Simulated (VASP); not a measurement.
Set up this calculation in VASP 6.6.1, as the native input.

```yaml
Task: single point
Functional: LDA
Potentials_or_basis: VASP PAW LDA potentials, release 64 (La, Zn)
Cutoff: 520 eV
k_mesh: 9 × 9 × 9
Occupations: fermi-dirac, width 0.05 eV
Spin: no spin polarisation
Dipole_correction: no
Further_INCAR_settings: ALGO = Normal; EDIFF = 1e-06; NBANDS = 18
```

The structure of LaZn lies in POSCAR:

```
LaZn
1.0
    3.7248314564      0.0000000000      0.0000000000
    0.0000000000      3.7248314564      0.0000000000
    0.0000000000      0.0000000000      3.7248314564
La Zn
1 1
Direct
    0.5000000000      0.5000000000      0.5000000000
    0.0000000000      0.0000000000      0.0000000000
```

This cell differs from its parent crystal: volume scaled by 0.98.

The input as run:

INCAR

```
SYSTEM = LaZn
PREC = Accurate
ENCUT = 520
EDIFF = 1E-6
ISMEAR = -1
SIGMA = 0.05
LREAL = .False.
LASPH = .True.
NELM = 100
ALGO = Normal
ISIF = 2
LWAVE = .False.
LCHARG = .False.
NBANDS = 18
```

KPOINTS

```
Automatic mesh
0
Gamma
  9 9 9
  0 0 0
```

Potentials or basis: VASP PAW LDA potentials, release 64 (La, Zn).

Run with:

```console
$ cat potpaw_LDA.64/La/POTCAR potpaw_LDA.64/Zn/POTCAR > POTCAR
$ mpirun -np 1 vasp_std > vasp.out
```

Results of the run:

- Pressure: -3.2 GPa

Wall time 14 s on 1 thread of Intel(R) Xeon(R) Platinum 8488C (Sapphire Rapids) (shared host), peak memory 0.17 GiB.
